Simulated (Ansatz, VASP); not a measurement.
**Sn: VASP beside Ansatz**

The input INCAR:

```
SYSTEM = Sn
  ALGO = Normal
  EDIFF = 1E-8
  ENCUT = 520
  GGA = PS
  ISIF = 2
  ISMEAR = -1
  LASPH = .TRUE.
  LCHARG = .FALSE.
  LEFG = .TRUE.
  LREAL = .FALSE.
  LWAVE = .FALSE.
  NBANDS = 21
  NELM = 60
  PREC = Accurate
  SIGMA = 0.05
```

KPOINTS

```
k-points
0
G
  11 11 11
  0 0 0
```

POSCAR

```
Sn
1.0
    0.0000000000      3.3092553764      3.3092553764
    3.3092553764      0.0000000000      3.3092553764
    3.3092553764      3.3092553764      0.0000000000
Sn
2
Direct
    0.5000000000      0.5000000000      0.5000000000
    0.7500000000      0.7500000000      0.7500000000
```

Input for Ansatz:

```yaml
crystal:
  lattice:
    - [0.0, 3.3092553764, 3.3092553764]
    - [3.3092553764, 0.0, 3.3092553764]
    - [3.3092553764, 3.3092553764, 0.0]
  atoms:
    - { symbol: Sn, position: [0.5, 0.5, 0.5] }
    - { symbol: Sn, position: [0.75, 0.75, 0.75] }
kpoints:
  mp_grid: { grid: [11, 11, 11] }
scf:
  occupations: { method: fermi_dirac, width: 0.05 }
hamiltonian:
  xc: pbesol
  pseudopotentials: { kind: all_electron, datasets: crystal }
output:
  forces: true
  stress: true
  eigenvalues: true
  efg: { contact_densities: true }
```

Change from the starting cell: volume scaled by 1.06, crystal datasets.

Alike in both runs: task electric field gradients; functional PBEsol; k mesh 11 × 11 × 11; occupations fermi-dirac, width 0.05 eV; no spin polarisation.

|  | VASP | Ansatz |
| --- | --- | --- |
| version | VASP 6.6.1 | Ansatz 0.2.0 |
| potentials or method | VASP PAW PBE potentials, release 64 (Sn_d), cutoff 520 eV | all-electron PAW with datasets made for the crystal, scalar-relativistic |

```tsv
	VASP	Ansatz	Ansatz less VASP
pressure (GPa)	-1.4	-1.3	+0.06
```

VASP's potentials were made for PBE, not for PBEsol. Ansatz ran all-electron here, and VASP with PAW potentials.
